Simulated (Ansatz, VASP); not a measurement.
**Two plane-wave programs on Si**

The input INCAR:

```
SYSTEM = Si
PREC = Accurate
ENCUT = 500
EDIFF = 1E-6
ISMEAR = 0
SIGMA = 0.02
LREAL = .FALSE.
LASPH = .TRUE.
NELM = 200
ALGO = Normal
ISIF = 2
LWAVE = .FALSE.
LCHARG = .FALSE.
ISPIN = 2
MAGMOM = 2 2
LORBIT = 11
GGA = PE
NBANDS = 15
GGA_COMPAT = .FALSE.
```

File KPOINTS:

```
regular mesh
0
G
  8 8 8
  0 0 0
```

File POSCAR:

```
Si
1.0
    0.0000000000      2.7350468812      2.7350468812
    2.7350468812      0.0000000000      2.7350468812
    2.7350468812      2.7350468812      0.0000000000
Si
2
Direct
    0.7500000000      0.7500000000      0.7500000000
    0.5000000000      0.5000000000      0.5000000000
```

Input for Ansatz:

```yaml
crystal:
  lattice:
    - [0.0, 2.7350468812, 2.7350468812]
    - [2.7350468812, 0.0, 2.7350468812]
    - [2.7350468812, 2.7350468812, 0.0]
  atoms:
    - { symbol: Si, position: [0.75, 0.75, 0.75], spin: 2.0 }
    - { symbol: Si, position: [0.5, 0.5, 0.5], spin: 2.0 }
basis:
  ecutwfc: "36.7 Ry"
kpoints:
  mp_grid: { grid: [8, 8, 8] }
hamiltonian:
  xc: pbe
scf:
  occupations: { method: gaussian, width: 0.02 }
output:
  forces: true
  eigenvalues: true
  stress: true
magnetization:
  spin_polarized: true
```

Alike in both runs: task single point; functional PBE; k mesh 8 × 8 × 8; occupations gaussian, width 0.02 eV; collinear spin.

|  | VASP | Ansatz |
| --- | --- | --- |
| version | VASP 6.6.1 | Ansatz 0.2.0 |
| potentials or method | VASP PAW PBE potentials, release 64 (Si), cutoff 500 eV | scalar-relativistic, plane waves, PAW |
| valence electrons in the cell | 8 | 8 |

```csv
,VASP,Ansatz,Ansatz less VASP
gap on the k mesh at the Fermi level (eV),0.65,0.65,-0.002
pressure (GPa),-0.1,0.0,+0.08
net moment per atom (μB),0.00,0.00,0.000
```

Ansatz's warnings: seeded moment not kept.
